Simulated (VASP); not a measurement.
# Sn (R-3m) in VASP: single point with PBEsol

Aim: the single point of Sn with PBEsol.

Program: VASP 6.6.1. These are calculated values, not measurements. Logs are shortened: lines on timing, memory, paths and dates and some standing lists are left out, and cuts for length are marked.

## 1. The cell of the first run

The structure is trigonal, space group R-3m (No. 166). The conventional cell has a = 5.162 Å, b = 5.162 Å, c = 3.414 Å, α = 90.00°, β = 90.00°, γ = 120.00°. Within 4.2 Å of Sn (site symmetry -3m) lie 14 Sn at 3.19 to 3.75 Å.

## 2. Single point, PBEsol

Contents of INCAR:

```
SYSTEM = Sn
  PREC = Accurate
  ENCUT = 520
  EDIFF = 1E-7
  ISMEAR = 0
  SIGMA = 0.15
  LREAL = .False.
  LASPH = .True.
  NELM = 100
  ALGO = Fast
  ISIF = 2
  LWAVE = .False.
  LCHARG = .True.
  GGA = PS
  LELF = .True.
  LVHAR = .True.
  NBANDS = 13
```

Contents of KPOINTS:

```
Automatic mesh
0
Gamma
  24 24 24
  0 0 0
```

Contents of POSCAR:

```
Sn
1.0
   -1.7763061631      1.8736380076      1.8736380076
    1.8736380076     -1.7763061631      1.8736380076
    1.8736380076      1.8736380076     -1.7763061631
Sn
1
Direct
    0.0000000000      0.0000000000      0.0000000000
```

Potentials or basis: VASP PAW PBE potentials, release 64 (Sn_d).

Command:

```bash
$ cat potpaw_PBE.64/Sn_d/POTCAR > POTCAR
$ mpirun -np 1 vasp_std > vasp.out
```

OUTCAR:

```text
SYSTEM = Sn
   PREC = Accurate
   ENCUT = 520
   EDIFF = 1E-7
   ISMEAR = 0
   LREAL = .False.
   LASPH = .True.
   NELM = 100
   ISIF = 2
   GGA = PS

 ion  position               nearest neighbor table
   1  0.000  0.000  0.000-

  LATTYP: Found a trigonal (rhomboedric) cell.
 ALAT       =     3.1900317165
 COS(alpha) =    -0.3091289929

  Lattice vectors:

 A1 = (  -1.7763061631,   1.8736380076,   1.8736380076)
 A2 = (   1.8736380076,  -1.7763061631,   1.8736380076)
 A3 = (   1.8736380076,   1.8736380076,  -1.7763061631)

Analysis of symmetry for initial positions (statically):
=====================================================================
 Subroutine PRICEL returns:
 Original cell was already a primitive cell.

 Routine SETGRP: Setting up the symmetry group for a
 trigonal (rhombohedral) supercell.

 Subroutine GETGRP returns: Found 12 space group operations
 (whereof 12 operations were pure point group operations)
 out of a pool of 12 trial point group operations.

The static configuration has the point symmetry D_3d.

Analysis of symmetry for dynamics (positions and initial velocities):
=====================================================================
 Subroutine PRICEL returns:
 Original cell was already a primitive cell.

 Routine SETGRP: Setting up the symmetry group for a
 trigonal (rhombohedral) supercell.

 Subroutine GETGRP returns: Found 12 space group operations
 (whereof 12 operations were pure point group operations)
 out of a pool of 12 trial point group operations.

The dynamic configuration has the point symmetry D_3d.

 Subroutine INISYM returns: Found 12 space group operations
 (whereof 12 operations are pure point group operations),
 and found     1 'primitive' translations

----------------------------------------------------------------------------------------

                                     Primitive cell

  volume of cell :      26.2574

  direct lattice vectors                    reciprocal lattice vectors
    -1.776306163  1.873638008  1.873638008    -0.013529718  0.260447075  0.260447075
     1.873638008 -1.776306163  1.873638008     0.260447075 -0.013529718  0.260447075
     1.873638008  1.873638008 -1.776306163     0.260447075  0.260447075 -0.013529718

  length of vectors
     3.190031716  3.190031716  3.190031716     0.368576195  0.368576195  0.368576195

  position of ions in fractional coordinates (direct lattice)
     0.000000000  0.000000000  0.000000000

  ion indices of the primitive-cell ions
   primitive index   ion index
                 1           1

----------------------------------------------------------------------------------------

 KPOINTS: Automatic mesh

Automatic generation of k-mesh.
 Grid dimensions read from file:
 generate k-points for:   24   24   24

 Generating k-lattice:

  Cartesian coordinates                     Fractional coordinates (reciprocal lattice)
    -0.000563738  0.010851961  0.010851961     0.041666667  0.000000000  0.000000000
     0.010851961 -0.000563738  0.010851961     0.000000000  0.041666667  0.000000000
     0.010851961  0.010851961 -0.000563738     0.000000000  0.000000000  0.041666667

  Length of vectors
     0.015357341  0.015357341  0.015357341

  Shift w.r.t. Gamma in fractional coordinates (k-lattice)
     0.000000000  0.000000000  0.000000000

 Subroutine IBZKPT returns following result:
 ===========================================

 Found   1313 irreducible k-points:

 Following reciprocal coordinates:
            Coordinates               Weight
  0.000000  0.000000  0.000000      1.000000
  0.041667  0.000000  0.000000      6.000000
  0.083333  0.000000  0.000000      6.000000
  0.125000  0.000000  0.000000      6.000000
  0.166667  0.000000  0.000000      6.000000
  0.208333  0.000000  0.000000      6.000000
[... 16 lines left out ...]
  0.416667  0.041667 -0.000000     12.000000
  0.458333  0.041667 -0.000000     12.000000
 [... further k-points ...]
   k-points           NKPTS =   1313   k-points in BZ     NKDIM =   1313   number of bands    NBANDS=     13
   number of dos      NEDOS =    301   number of ions     NIONS =      1
   total plane-waves  NPLWV =  13824
   dimension x,y,z NGX =    24 NGY =   24 NGZ =   24
   dimension x,y,z NGXF=    48 NGYF=   48 NGZF=   48
   ions per type =               1
   NGX,Y,Z   is equivalent  to a cutoff of  12.51, 12.51, 12.51 a.u.
   NGXF,Y,Z  is equivalent  to a cutoff of  25.01, 25.01, 25.01 a.u.
 SYSTEM =  Sn
   PREC   = accura    normal or accurate (medium, high low for compatibility)
   ISTART =      0    job   : 0-new  1-cont  2-samecut
   ICHARG =      2    charge: 1-file 2-atom 10-const
   ISPIN  =      1    spin polarized calculation?
   LNONCOLLINEAR =      F non collinear calculations
   LSORBIT =      F    spin-orbit coupling
   LASPH  =      T    aspherical Exc in radial PAW
   ENCUT  =  520.0 eV  38.22 Ry    6.18 a.u.   5.93  5.93  5.93*2*pi/ulx,y,z
   NELM   =    100;   NELMIN=  2; NELMDL= -5     # of ELM steps
   EDIFF  = 0.1E-06   stopping-criterion for ELM
   LREAL  =      F    real-space projection
   EDIFFG = 0.1E-05   stopping-criterion for IOM
   NSW    =      0    number of steps for IOM
   IBRION =     -1    ionic relax: 0-MD 1-quasi-New 2-CG
   NFREE  =      0    steps in history (QN), initial steepest desc. (CG)
   ISIF   =      2    stress and relaxation
   ISYM   =      2    0-nonsym 1-usesym 2-fastsym
   POTIM  = 0.5000    time-step for ionic-motion
   TEBEG  =    0.0;   TEEND  =   0.0 temperature during run
   PSTRESS=    0.0 pullay stress
   NELECT =      14.0000    total number of electrons
   NUPDOWN=      -1.0000    fix difference up-down
   EMIN   =  10.00;   EMAX   =-10.00  energy-range for DOS
   EFERMI =   0.00;   METHOD = LEGACY
   ISMEAR =     0;   SIGMA  =   0.15  broadening in eV -4-tet -1-fermi 0-gaus
   EFERMI_NEDOS =   21; number of points for ismear=-14 and -15
   IALGO  =     68    algorithm
   IMIX   =      4    mixing-type and parameters
     AMIX     =   0.40;   BMIX     =  1.00
     AMIX_MAG =   1.60;   BMIX_MAG =  1.00
  volume/ion in A,a.u.               =      26.26       177.19
  Fermi-wavevector in a.u.,A,eV,Ry     =   1.327496  2.508605 23.976824  1.762247
  Thomas-Fermi vector in A             =   2.456804
   LORBIT       =      0    0 simple, 1 ext, 2 COOP (PROOUT), +10 PAW based schemes
   GGA     = PS    functional components
   LHFCALC =     F    Hartree Fock is set to
   AEXX    =    0.0000 exact exchange contribution
   IVDW    =     0    specifies the selected vdW correction
   LEPSILON=     F    determine dielectric tensor
   LRPA    =     F    only Hartree local field effects (RPA)
 non-spin polarized calculation
 RMM-DIIS sequential band-by-band and
 Gauss-broadening in eV      SIGMA  =   0.15
  energy-cutoff  :      520.00
  volume of cell :       26.26
 maximum number of plane-waves:       742
   NGX = 11   NGY = 11   NGZ = 11

 number of electron      14.0000011 magnetization

 Free energy of the ion-electron system (eV)
  ---------------------------------------------------
  ext. energy  EPLUGINS =         0.00000000
  ---------------------------------------------------
  free energy    TOTEN  =        -4.22266157 eV

  energy without entropy =       -4.21653758  energy(sigma->0) =       -4.21959958

 E-fermi :   8.3441     XC(G=0): -10.6656

 val. band max:        8.3434226822   @ k =  -0.4167  -0.4583   0.0833
 cond. band min:       8.3471224634   @ k =  -0.3750   0.2917   0.2083
 fundamental gap:      0.0036997811
 Fermi energy:         8.3440952118

 k-point     1 :       0.0000    0.0000    0.0000
  band No.  band energies     occupation
      1     -13.1537      2.00000
      2     -13.1537      2.00000
      3     -13.0745      2.00000
      4     -12.9609      2.00000
      5     -12.9609      2.00000
      6      -3.0144      2.00000
      7      15.7367      0.00000
      8      16.8029      0.00000
      9      16.8029      0.00000
     10      20.6110      0.00000
     11      20.6143      0.00000
     12      20.6892      0.00000
     13      20.6904      0.00000

 k-point     2 :       0.0417    0.0000    0.0000
  band No.  band energies     occupation
      1     -13.1544      2.00000
      2     -13.1510      2.00000
      3     -13.0727      2.00000
      4     -12.9615      2.00000
      5     -12.9609      2.00000
      6      -2.9775      2.00000
      7      15.4612      0.00000
      8      16.4826      0.00000
      9      16.7261      0.00000
     10      20.0800      0.00000
     11      20.2061      0.00000
     12      21.0651      0.00000
     13      21.1861      0.00000

 k-point     3 :       0.0833    0.0000    0.0000
  band No.  band energies     occupation
      1     -13.1563      2.00000
      2     -13.1436      2.00000
      3     -13.0670      2.00000
      4     -12.9633      2.00000
      5     -12.9613      2.00000
      6      -2.8666      2.00000
      7      14.6033      0.00000
      8      15.9290      0.00000
      9      16.5147      0.00000
     10      19.5759      0.00000
     11      19.7627      0.00000
     12      20.9464      0.00000
     13      21.7088      0.00000

 k-point     4 :       0.1250    0.0000    0.0000
  band No.  band energies     occupation
      1     -13.1595      2.00000
      2     -13.1332      2.00000
      3     -13.0567      2.00000
      4     -12.9660      2.00000
      5     -12.9617      2.00000
      6      -2.6816      2.00000
      7      13.3826      0.00000
      8      15.4012      0.00000
      9      16.2125      0.00000
     10      19.0924      0.00000
     11      19.2929      0.00000
     12      20.9382      0.00000
     13      22.4813      0.00000

 k-point     5 :       0.1667    0.0000    0.0000
  band No.  band energies     occupation
      1     -13.1636      2.00000
      2     -13.1224      2.00000
      3     -13.0411      2.00000
      4     -12.9689      2.00000
      5     -12.9622      2.00000
      6      -2.4225      2.00000
      7      12.0515      0.00000
      8      14.8831      0.00000
      9      15.8658      0.00000
     10      18.6402      0.00000
     11      18.8276      0.00000
     12      21.0821      0.00000
     13      23.2463      0.00000
[... 257 lines left out ...]
 k-point    22 :       0.3750    0.0417   -0.0000
  band No.  band energies     occupation
      1     -13.1885      2.00000
      2     -13.1071      2.00000
      3     -12.9700      2.00000
      4     -12.9629      2.00000
      5     -12.9140      2.00000
      6       0.2550      2.00000
      7       5.4079      2.00000
      8      12.4188      0.00000
      9      13.9738      0.00000
     10      17.2514      0.00000
     11      17.7767      0.00000
     12      23.1689      0.00000
     13      25.1052      0.00000

 k-point    23 :       0.4167    0.0417   -0.0000
  band No.  band energies     occupation
      1     -13.1913      2.00000
      2     -13.1090      2.00000
      3     -12.9683      2.00000
      4     -12.9634      2.00000
      5     -12.8981      2.00000
      6       0.8948      2.00000
      7       4.4659      2.00000
      8      12.2942      0.00000
      9      13.8806      0.00000
     10      17.1166      0.00000
     11      17.6075      0.00000
     12      23.6945      0.00000
     13      25.2005      0.00000

 k-point    24 :       0.4583    0.0417   -0.0000
  band No.  band energies     occupation
      1     -13.1929      2.00000
      2     -13.1104      2.00000
      3     -12.9673      2.00000
      4     -12.9640      2.00000
      5     -12.8888      2.00000
      6       1.4175      2.00000
      7       3.7863      2.00000
      8      12.2508      0.00000
      9      13.8516      0.00000
     10      17.0366      0.00000
     11      17.4918      0.00000
     12      24.1010      0.00000
     13      25.1420      0.00000

 [... further k-points ...]

------------------------ aborting loop because EDIFF is reached ----------------------------------------

  FORCE on cell =-STRESS in cart. coord.  units (eV):
  Direction    XX          YY          ZZ          XY          YZ          ZX
  --------------------------------------------------------------------------------------
  -------------------------------------------------------------------------------------
  Total       -0.0039465     -0.0039465     -0.0039465     -0.1236048     -0.1236048     -0.1236048
  in kB       -0.2408082     -0.2408082     -0.2408082     -7.5421184     -7.5421184     -7.5421184
  external PRESSURE =      -0.2408082 kB  Pullay stress =       0.0000000 kB

 VOLUME and BASIS-vectors are now :
 -----------------------------------------------------------------------------
  energy-cutoff  :      520.00
  volume of cell :       26.26
      direct lattice vectors                 reciprocal lattice vectors
    -1.776306163  1.873638008  1.873638008    -0.013529718  0.260447075  0.260447075
     1.873638008 -1.776306163  1.873638008     0.260447075 -0.013529718  0.260447075
     1.873638008  1.873638008 -1.776306163     0.260447075  0.260447075 -0.013529718

 POSITION                                       TOTAL-FORCE (eV/Angst)
 -----------------------------------------------------------------------------------
      0.00000      0.00000      0.00000         0.000000     -0.000000      0.000000
 -----------------------------------------------------------------------------------
    total drift:                                0.000000      0.000000     -0.000000

  FREE ENERGIE OF THE ION-ELECTRON SYSTEM (eV)
  ---------------------------------------------------
  free  energy   TOTEN  =        -4.2226615744 eV

  energy  without entropy=       -4.2165375822  energy(sigma->0) =       -4.21959958
```

Run time: 2.8 min. Hardware: 1 thread of Intel Xeon Platinum 8375C at 2.90GHz (Ice Lake), shared host; peak memory 0.5 GiB.

What came out:

```
Free energy            : -4.2227 eV
Pressure               : 0.0 GPa
Band gap on the k mesh : zero (bands 7 and 8 overlap by 9.98 eV)
```

Stress tensor (GPa, compression positive):
```
-0.02 -0.75 -0.75
-0.75 -0.02 -0.75
-0.75 -0.75 -0.02
```

Levels at points of the mesh, in eV from the Fermi level:
| k point | band 5 | band 6 | band 7 | band 8 | band 9 | band 10 |
| --- | --- | --- | --- | --- | --- | --- |
| (0.00, 0.00, 0.00) | -21.30 | -11.36 | 7.39 | 8.46 | 8.46 | 12.27 |
| (0.50, 0.00, 0.00) | -21.23 | -6.84 | -4.72 | 4.15 | 5.77 | 8.59 |
| (0.50, 0.50, 0.00) | -21.20 | -6.05 | -4.47 | 2.95 | 5.84 | 6.97 |
| (0.50, 0.50, 0.50) | -21.21 | -2.24 | -0.72 | -0.72 | -0.04 | 3.87 |

Caveat: the PAW data sets were made with another functional, which shifts forces and pressure a little; spin-orbit coupling is left out, which moves the levels of the heavy elements.
